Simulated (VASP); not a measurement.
Wanted: the native input for a VASP 6.6.1 run.

| Property | Result |
| --- | --- |
| Task | single point |
| Functional | PBE |
| Potentials or basis | VASP PAW PBE potentials, release 64 (Sn_d, Te) |
| Cutoff | 500 eV |
| k mesh | 5 × 5 × 5 |
| Occupations | fermi-dirac, width 0.1 eV |
| Spin | no spin polarisation |
| Dipole correction | no |
| Further INCAR settings | ALGO = Normal; EDIFF = 1e-06; NBANDS = 32 |

The structure of Sn3Te lies in POSCAR:

```
Sn3Te
1.0
    4.8656220000      0.0000000000      0.0000000000
    0.0000000000      4.8656220000      0.0000000000
    0.0000000000      0.0000000000      4.8656220000
Sn Te
3 1
Direct
    0.5000000000      0.5000000000      0.0000000000
    0.0000000000      0.5000000000      0.5000000000
    0.5000000000      0.0000000000      0.5000000000
    0.0000000000      0.0000000000      0.0000000000
```

One way to write it, as run:

INCAR

```
PREC = Accurate
ENCUT = 500
EDIFF = 1E-6
ISMEAR = -1
SIGMA = 0.1
LREAL = False
LASPH = True
NELM = 120
ALGO = Normal
ISIF = 2
LWAVE = False
LCHARG = False
GGA = PE
NBANDS = 32
GGA_COMPAT = False
```

KPOINTS

```
Automatic mesh
0
Gamma
  5 5 5
```

Potentials or basis: VASP PAW PBE potentials, release 64 (Sn_d, Te).

The run is started by

```sh
$ cat potpaw_PBE.64/Sn_d/POTCAR potpaw_PBE.64/Te/POTCAR > POTCAR
$ mpirun -np 1 vasp_std > vasp.out
```

Results of the run:

- Pressure: 0.6 GPa
- Band gap on the k mesh: zero (bands 24 and 25 overlap by 1.99 eV)

Caveat: spin-orbit coupling is left out, which moves the levels of the heavy elements.

Wall time 31 s on 1 thread of AMD EPYC 7R43 64-Core Processor (Zen 3), on a shared host, peak memory 0.18 GiB.
